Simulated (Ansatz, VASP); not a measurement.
AlGa3Sb4: VASP beside Ansatz

```
CELL_PARAMETERS angstrom
6.21643 0.00000 0.00000
0.00000 6.21643 0.00000
0.00000 0.00000 6.21643
ATOMIC_POSITIONS crystal
Al 0.50000 0.50000 0.50000
Ga 0.50000 0.00000 0.00000
Ga 0.00000 0.50000 0.00000
Ga 0.00000 0.00000 0.50000
Sb 0.75009 0.75009 0.24991
Sb 0.75009 0.24991 0.75009
Sb 0.24991 0.75009 0.75009
Sb 0.24991 0.24991 0.24991
```

Alike in both runs: functional PBE; k mesh 6 × 6 × 6; occupations gaussian, width 0.1 eV; no spin polarisation.

Ansatz relaxed the structure, and its values are those at the end. VASP's run is a single point on that final structure, the one shown.

|  | VASP | Ansatz |
| --- | --- | --- |
| version | VASP 6.6.1 | Ansatz 0.2.0 |
| potentials or method | VASP PAW PBE potentials, release 64 (Al, Ga_d, Sb), cutoff 520 eV | scalar-relativistic, plane waves, PAW |
| valence electrons in the cell | 62 | 102 |

|  | VASP | Ansatz | Ansatz less VASP |
| --- | --- | --- | --- |
| gap on the k mesh at the Fermi level (eV) | none | none | - |
| pressure (GPa) | 0.1 | 0.0 | -0.10 |
| rms of the force components (eV/Å) | 0.005 | 0.001 | -0.0037 |

A gap of «none» marks a metal or a gap that the smearing closes. The functional is the same, so the differences come from potentials, cutoffs and numerics. VASP's potentials hold 62 valence electrons a cell and Ansatz's 102, so a difference there can come from the potentials and not from the codes.

Neither program's run includes spin-orbit coupling.
